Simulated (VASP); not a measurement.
Runs of VASP 6.6.1 on SnTe. The structure is that of space group Fm-3m (No. 225), or close to it. The cells are those of the table. 

```tsv
cell	gap on the mesh (eV)	pressure (GPa)
a = 4.486, b = 4.486, c = 4.509 Å, angles 59.8, 59.8, 60.3°, 2 atoms	(a)	-1.4
a = 4.376, b = 4.376, c = 4.285 Å, angles 60.7, 60.7, 58.6°, 2 atoms	0.11	4.1
a = 4.509, b = 4.509, c = 4.553 Å, angles 59.7, 59.7, 60.7°, 2 atoms	0.03	-2.1
a = 4.420, b = 4.420, c = 4.375 Å, angles 60.3, 60.3, 59.3°, 2 atoms	(c)	1.5
a = 4.442, b = 4.442, c = 4.419 Å, angles 60.2, 60.2, 59.7°, 2 atoms	0.19	(b)
```

Alike in all rows: task single point; level PBEsol; potentials or basis VASP PAW PBE potentials, release 64 (Sn_d, Te); no spin polarisation; k mesh 10 × 10 × 10; cutoff (eV) 500; smearing gaussian 0.03 eV.

Question: Fill in the values left out.

Answer: (a) 0.07; (b) 0.4; (c) 0.28.

Caveats: the PAW data sets were made with another functional, which shifts forces and pressure a little; spin-orbit coupling is left out, which moves the levels of the heavy elements; the cell stands under pressure (at least some runs).

A k mesh can miss the band edges, and the runs leave out spin-orbit coupling on Sn, Te.
